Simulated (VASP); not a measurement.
A run of VASP 6.6.1 is set up as follows.

Contents of POSCAR:

```
NiGe3
1.0
    3.9634904449      0.0000000000      0.0000000000
    0.0000000000      3.9634904449      0.0000000000
    0.0000000000      0.0000000000      3.9634904449
Ge Ni
3 1
Direct
    0.0000000000      0.5000000000      0.5000000000
    0.5000000000      0.0000000000      0.5000000000
    0.5000000000      0.5000000000      0.0000000000
    0.0000000000      0.0000000000      0.0000000000
```

INCAR.step1

```
PREC = Accurate
ENCUT = 520
ISMEAR = 0
SIGMA = 0.1
LREAL = False
LASPH = True
NELM = 80
NBANDS = 34
GGA = PE
ALGO = Normal
EDIFF = 1E-4
LWAVE = True
LCHARG = False
```

Contents of INCAR.step2:

```
PREC = Accurate
ENCUT = 520
EDIFF = 1E-6
ISMEAR = 0
SIGMA = 0.1
LREAL = False
LASPH = True
NELM = 80
ALGO = Normal
ISIF = 2
LWAVE = False
LCHARG = False
METAGGA = R2SCAN
LMIXTAU = True
NBANDS = 34
ISTART = 1
```

The input KPOINTS:

```
Automatic mesh
0
Gamma
  10 10 10
```

Potentials or basis: VASP PAW PBE potentials, release 64 (Ge_d, Ni).

Run with:

```sh
$ cat potpaw_PBE.64/Ge_d/POTCAR potpaw_PBE.64/Ni/POTCAR > POTCAR
$ cp INCAR.step1 INCAR
$ mpirun -np 1 vasp_std > vasp.out
$ cp INCAR.step2 INCAR
$ mpirun -np 1 vasp_std > vasp.out
```

What does it give for the band gap on the k mesh?

Zero (band 26 reaches 8.63 eV, above the bottom of band 27 at 7.29 eV).

Estimate the pressure.

1.4 GPa.

Caveat: the PAW data sets were made with another functional, which shifts forces and pressure a little. Spin polarisation is off, so any magnetic state and its effect on volume and gap are missing.
